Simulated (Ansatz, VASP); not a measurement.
## B4Pd: VASP beside Ansatz

```xyz
5
Lattice="-2.2359 2.2359 2.2359 2.2359 -2.2359 2.2359 2.2359 2.2359 -2.2359" Properties=species:S:1:pos:R:3 pbc="T T T"
B     1.1179    1.1179   -1.1179
B     1.1179   -1.1179    1.1179
B    -1.1179    1.1179    1.1179
B     1.1179    1.1179    1.1179
Pd    0.0000    0.0000    0.0000
```

Change from the starting cell: species swapped into the MnGa4 type (Im-3m, No. 229).

Alike in both runs: task relaxation of cell and atoms; functional PBE; k mesh 6 × 6 × 6; occupations gaussian, width 0.1 eV; no spin polarisation.

|  | VASP | Ansatz |
| --- | --- | --- |
| version | VASP 6.6.1 | Ansatz 0.2.0 |
| potentials or method | VASP PAW PBE potentials, release 64 (B, Pd), cutoff 600 eV | scalar-relativistic, plane waves, PAW |
| valence electrons in the cell | 22 | 30 |

VASP gave:

```
gap on the k mesh at the Fermi level, each at its own relaxed structure (eV) : none
relaxed volume (Å³/atom)                                                     : 10.63
relaxed cell length with the largest relative difference (Å)                 : 4.102
```

Estimate Ansatz's values.

gap on the k mesh at the Fermi level, each at its own relaxed structure (eV): none; relaxed volume (Å³/atom): 10.60; relaxed cell length with the largest relative difference (Å): 4.099.

A gap of «none» marks a metal or a gap that the smearing closes. VASP's potentials hold 22 valence electrons a cell and Ansatz's 30, so a difference there can come from the potentials and not from the codes.

Noted on VASP's run: the volume moved by over 15 % at a fixed basis, so the end points are rough.
